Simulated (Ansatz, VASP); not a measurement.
SiC: VASP beside Ansatz

```xyz
2
Lattice="0.0000 2.1740 2.0001 2.1740 0.0000 2.0001 2.1740 2.1740 0.0000" Properties=species:S:1:pos:R:3 pbc="T T T"
Si    0.0000    0.0000    0.0000
C     3.2610    3.2610    3.0001
```

Change from the starting cell: strain +0.000 along x and y, -0.080 along z, atoms carried along.

Alike in both runs: task single point; functional PBEsol; k mesh 12 × 12 × 12; occupations gaussian, width 0.05 eV; no spin polarisation.

```csv
,VASP,Ansatz
version,VASP 6.6.1,Ansatz 0.2.0
potentials or method,"VASP PAW PBE potentials, release 64 (Si, C), cutoff 520 eV","scalar-relativistic, plane waves, PAW"
valence electrons in the cell,8,8
```

Ansatz gave:

```
gap on the k mesh at the Fermi level (eV)                     : 0.32
least direct gap on the mesh (eV)                             : 4.46
pressure (GPa)                                                : 22.8
traceless stress, the component that is largest in VASP (GPa) : 11.26
```

Task: Estimate VASP's values.

Result: gap on the k mesh at the Fermi level (eV): 0.30; least direct gap on the mesh (eV): 4.45; pressure (GPa): 23.2; traceless stress, the component that is largest in VASP (GPa): 11.26.

VASP's potentials were made for PBE, not for PBEsol.
